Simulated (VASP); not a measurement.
AlN: single point with PBEsol

The system is AlN.

```
CELL_PARAMETERS angstrom
3.12940 0.00000 0.00000
-1.56470 2.71014 0.00000
0.00000 0.00000 4.96790
ATOMIC_POSITIONS crystal
Al 0.33333 0.66667 0.99899
Al 0.66667 0.33333 0.49899
N 0.33333 0.66667 0.38101
N 0.66667 0.33333 0.88101
```

This cell differs from its parent crystal: in-plane strain +0.005.

```json
{"Program": "VASP 6.6.1", "Task": "single point", "Functional": "PBEsol", "Potentials or basis": "VASP PAW PBE potentials, release 64 (Al, N)", "Cutoff": "520 eV", "k mesh": "8 × 8 × 6", "Occupations": "gaussian, width 0.01 eV", "Spin": "no spin polarisation"}
```

```
Pressure               : -1.5 GPa
Largest force          : 0.093 eV/Å
Band gap on the k mesh : 4.03 eV, direct
```

Forces on the atoms (eV/Å):
```
Al   0.000  0.000 -0.093
Al   0.000  0.000 -0.093
N    0.000  0.000  0.093
N    0.000  0.000  0.093
```

Stress tensor (GPa, compression positive):
```
-2.59  0.00  0.00
 0.00 -2.59  0.00
 0.00  0.00  0.69
```

Levels at points of the mesh, in eV from the valence-band top:
```
           k point  band 6  band 7  band 8  band 9  band 10  band 11
(0.00, 0.00, 0.00)   -0.26   -0.26    0.00    4.03     6.38    10.45
(0.50, 0.00, 0.00)   -2.16   -1.82   -0.72    5.57     5.68     7.98
(0.00, 0.00, 0.50)   -0.61   -0.61   -0.61    6.25     6.25    10.15
(0.50, 0.00, 0.50)   -1.52   -1.38   -1.38    5.14     5.14     9.07
```

Wall time 13 s on 1 thread of Intel Xeon 6975P-C, on a shared host, peak memory 0.16 GiB.

Caveat: the cell differs from its parent crystal (in-plane strain +0.005); the PAW data sets were made with another functional, which shifts forces and pressure a little. A k mesh can miss the band edges.
